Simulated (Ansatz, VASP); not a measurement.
**BaS in VASP and in Ansatz**

INCAR

```
SYSTEM = BaS
ALGO = Normal ; EDIFF = 1E-6
ENCUT = 520 ; GGA = PE
ISIF = 2 ; ISMEAR = -1
LASPH = .TRUE. ; LCHARG = .TRUE.
LELF = .TRUE. ; LREAL = .FALSE.
LVHAR = .TRUE. ; LWAVE = .FALSE.
NBANDS = 15 ; NELM = 80
PREC = Accurate ; SIGMA = 0.02
```

File KPOINTS:

```
k-points
0
G
  8 8 8
  0 0 0
```

The input POSCAR:

```
BaS
1.0
    0.0000000000      3.2117958753      3.2117958753
    3.2117958753      0.0000000000      3.2117958753
    3.2117958753      3.2117958753      0.0000000000
Ba S
1 1
Direct
    0.0000000000      0.0000000000      0.0000000000
    0.5000000000      0.5000000000      0.5000000000
```

Input for Ansatz:

```yaml
crystal:
  lattice:
    - [0.0, 3.2117958753, 3.2117958753]
    - [3.2117958753, 0.0, 3.2117958753]
    - [3.2117958753, 3.2117958753, 0.0]
  atoms:
    - { symbol: Ba, position: [0.0, 0.0, 0.0] }
    - { symbol: S, position: [0.5, 0.5, 0.5] }
kpoints:
  mp_grid: { grid: [8, 8, 8] }
  band_path:
    path:
      - [0.0, 0.0, 0.0]
      - [0.5, 0.0, 0.5]
      - [0.625, 0.25, 0.625]
      - [0.375, 0.375, 0.75]
      - [0.5, 0.5, 0.5]
      - [0.5, 0.25, 0.75]
      - [0.0, 0.5, 0.5]
    npoints: 1
hamiltonian:
  xc: pbe
scf:
  occupations: { method: fermi_dirac, width: 0.02 }
  n_extra_bands: 4
output:
  forces: true
  stress: true
  eigenvalues: true
```

Alike in both runs: task single point; functional PBE; k mesh 8 × 8 × 8; occupations fermi-dirac, width 0.02 eV; no spin polarisation.

```csv
,VASP,Ansatz
version,VASP 6.6.1,Ansatz 0.2.0
potentials or method,"VASP PAW PBE potentials, release 64 (Ba_sv, S)","plane waves, PAW"
plane-wave cutoff (eV),520,420
valence electrons in the cell,16,16
```

|  | VASP | Ansatz | Ansatz less VASP |
| --- | --- | --- | --- |
| gap on the k mesh at the Fermi level (eV) | 2.13 | 2.23 | +0.095 |
| pressure (GPa) | 0.6 | 0.1 | -0.55 |

Spin-orbit coupling is off throughout.
